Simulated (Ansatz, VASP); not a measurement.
## TiC: VASP beside Ansatz

The input POSCAR:

```
TiC
1.0
    0.0000000000      2.1593000000      2.1593000000
    2.1593000000      0.0000000000      2.1593000000
    2.1593000000      2.1593000000      0.0000000000
Ti C
1 1
Direct
    0.0000000000      0.0000000000      0.0000000000
    0.5000000000      0.5000000000      0.5000000000
```

Contents of INCAR.step1:

```
PREC     = Accurate       # precision mode
ENCUT    = 600            # plane-wave cutoff, eV
ISMEAR   = -1             # smearing method
SIGMA    = 0.08           # smearing width, eV
LREAL    = F              # projectors in reciprocal space
LASPH    = T              # aspherical terms in the spheres
NELM     = 60             # most SCF steps
GGA      = PE             # functional
ALGO     = Normal         # electronic algorithm
EDIFF    = 1E-4           # SCF threshold, eV
LWAVE    = T              # write WAVECAR
LCHARG   = F              # write CHGCAR
```

File INCAR.step2:

```
PREC     = Accurate       # precision mode
ENCUT    = 600            # plane-wave cutoff, eV
EDIFF    = 1E-7           # SCF threshold, eV
ISMEAR   = -1             # smearing method
SIGMA    = 0.08           # smearing width, eV
LREAL    = F              # projectors in reciprocal space
LASPH    = T              # aspherical terms in the spheres
NELM     = 60             # most SCF steps
ALGO     = Normal         # electronic algorithm
ISIF     = 3              # what is computed and relaxed
LWAVE    = F              # write WAVECAR
LCHARG   = F              # write CHGCAR
METAGGA  = R2SCAN         # meta-GGA
LMIXTAU  = T            
IBRION   = 2              # ionic algorithm
NSW      = 100            # ionic steps
EDIFFG   = -0.002         # ionic threshold
ISTART   = 1
```

The input KPOINTS:

```
Automatic mesh
0
Gamma
  14 14 14
```

Input for Ansatz:

```yaml
crystal:
  lattice:
    - [0.0, 2.1593, 2.1593]
    - [2.1593, 0.0, 2.1593]
    - [2.1593, 2.1593, 0.0]
  atoms:
    - { symbol: Ti, position: [0.0, 0.0, 0.0] }
    - { symbol: C, position: [0.5, 0.5, 0.5] }
kpoints:
  mp_grid: { grid: [14, 14, 14] }
scf:
  occupations: { method: fermi_dirac, width: 0.08 }
hamiltonian:
  xc: r2scan
  pseudopotentials: { kind: paw }
relax:
  f_tol: 0.002
  max_steps: 80
  cell: {}
output:
  forces: true
  stress: true
```

Alike in both runs: task relaxation of cell and atoms; functional r2SCAN; k mesh 14 × 14 × 14; occupations fermi-dirac, width 0.08 eV; no spin polarisation.

```csv
,VASP,Ansatz
version,VASP 6.6.1,Ansatz 0.2.0
potentials or method,"VASP PAW PBE potentials, release 64 (Ti_sv, C)","PAW with Ansatz's default frozen-core files, scalar-relativistic"
plane-wave cutoff (eV),600,500
valence electrons in the cell,16,16
```

```tsv
	VASP	Ansatz	Ansatz less VASP
relaxed volume (Å³/atom)	10.17	10.13	-0.033
relaxed length of the cell vector where the two differ most in proportion (Å)	3.064	3.060	-0.0034
```

VASP's potentials were made for PBE, not for r2SCAN.
